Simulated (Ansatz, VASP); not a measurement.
# SrTiO3: VASP beside Ansatz

```
Sr Ti O
1.0
    -3.89114    3.89114   -3.89114
     7.78228    3.89114    0.00000
     0.00000   -7.78228   -3.89114
Sr Ti O
7 7 21
Cartesian
  -0.0175 3.8709 -3.9131
  3.8720 -3.9089 -3.9128
  -0.0203 -0.0194 -3.9135
  3.8727 -0.0204 -3.9127
  3.8731 3.8704 -3.9121
  -0.0189 -0.0199 -0.0203
  -0.0207 -3.9112 -3.9117
  1.9182 -1.9729 -1.9759
  1.9188 1.9180 -1.9746
  -1.9728 -1.9727 -5.8667
  1.9186 -1.9729 -5.8668
  1.9182 1.9174 -5.8661
  5.8101 1.9179 -1.9747
  -1.9718 1.9186 -1.9751
  1.9621 0.0138 -1.9316
  1.9622 3.9054 -1.9316
  -1.9293 0.0139 -5.8234
  1.9621 0.0134 -5.8230
  5.8534 0.0137 -1.9318
  5.8542 3.9045 -1.9322
  -1.9284 -3.8774 -5.8222
  1.9623 -1.9288 -3.8804
  1.9627 1.9623 -3.8802
  1.9621 -5.8198 -3.8805
  1.9622 5.8537 -3.8803
  5.8531 -1.9293 -3.8803
  -1.9299 -1.9285 -3.8807
  -1.9293 1.9627 -3.8807
  0.0140 -1.9291 -1.9324
  0.0139 1.9624 -1.9320
  3.9044 1.9623 -5.8233
  0.0130 -1.9284 -5.8237
  3.9045 -1.9285 -1.9312
  3.9050 1.9626 -1.9313
  3.9048 -1.9286 -5.8236
```

Alike in both runs: functional PBEsol; k mesh 3 × 3 × 3; occupations gaussian, width 0.02 eV; no spin polarisation.

Ansatz relaxed the structure, and its values are those at the end. VASP's run is a single point on that final structure, the one shown.

|  | VASP | Ansatz |
| --- | --- | --- |
| version | VASP 6.6.1 | Ansatz 0.2.0 |
| potentials or method | VASP PAW PBE potentials, release 64 (Sr_sv, Ti_sv, O), cutoff 520 eV | scalar-relativistic, plane waves, PAW |
| valence electrons in the cell | 280 | 280 |

VASP gave:

- gap on the k mesh at the Fermi level (eV): 1.98
- least direct gap on the mesh (eV): 2.16
- rms of the force components (eV/Å): 0.014

**Question.** What did Ansatz give for the same quantities?

**Answer.** gap on the k mesh at the Fermi level (eV): 2.01; least direct gap on the mesh (eV): 2.18; rms of the force components (eV/Å): 0.006.

VASP's potentials were made for PBE, not for PBEsol.
